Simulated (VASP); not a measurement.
A run of VASP 6.6.1 is set up as follows.

File INCAR:

```
SYSTEM = Ti3SiN4
ALGO = Normal
DIPOL = 0.5 0.5 0.368
EDIFF = 1E-6
ENCUT = 520
GGA = PE
IDIPOL = 3
ISIF = 2
ISMEAR = 0
LASPH = .TRUE.
LCHARG = .FALSE.
LDIPOL = .TRUE.
LREAL = .FALSE.
LWAVE = .FALSE.
NBANDS = 40
NELM = 100
PREC = Accurate
SIGMA = 0.1
```

The input KPOINTS:

```
k-points
0
G
  9 9 1
  0 0 0
```

File POSCAR:

```
Ti3SiN4
1.0
    3.0028555065      0.0000000000      0.0000000000
   -1.5014277533      2.6005491526      0.0000000000
    0.0000000000      0.0000000000     22.6233846960
N Ti Si
4 3 1
Direct
    0.3333333333      0.6666666667      0.1768082033
    0.0000000000      0.0000000000      0.2851837309
    0.6666666667      0.3333333333      0.3897111675
    0.3333333333      0.6666666667      0.4916764156
    0.6666666667      0.3333333333      0.2309959671
    0.3333333333      0.6666666667      0.3401655979
    0.0000000000      0.0000000000      0.4575116027
    0.8333333333      1.0000000000      0.5744932957
```

Potentials or basis: VASP PAW PBE potentials, release 64 (N, Ti_sv, Si).

Command:

```bash
$ cat potpaw_PBE.64/N/POTCAR potpaw_PBE.64/Ti_sv/POTCAR potpaw_PBE.64/Si/POTCAR > POTCAR
$ mpirun -np 1 vasp_std > vasp.out
```

**Question.** Estimate the band gap on the k mesh.

**Answer.** Zero (bands 30 and 31 overlap by 0.81 eV).

**Question.** What does it give for the largest force?

**Answer.** 5.613 eV/Å.

Forces in eV/Å, atoms in the order of the input:
```
N   -0.011 -0.001  4.327
N   -0.023  0.000  1.214
N    0.022  0.026  1.020
N    0.431  0.333  2.356
Ti   0.003 -0.002 -5.613
Ti   0.052 -0.003 -0.228
Ti  -0.079 -0.042 -3.073
Si  -0.394 -0.310 -0.003
```
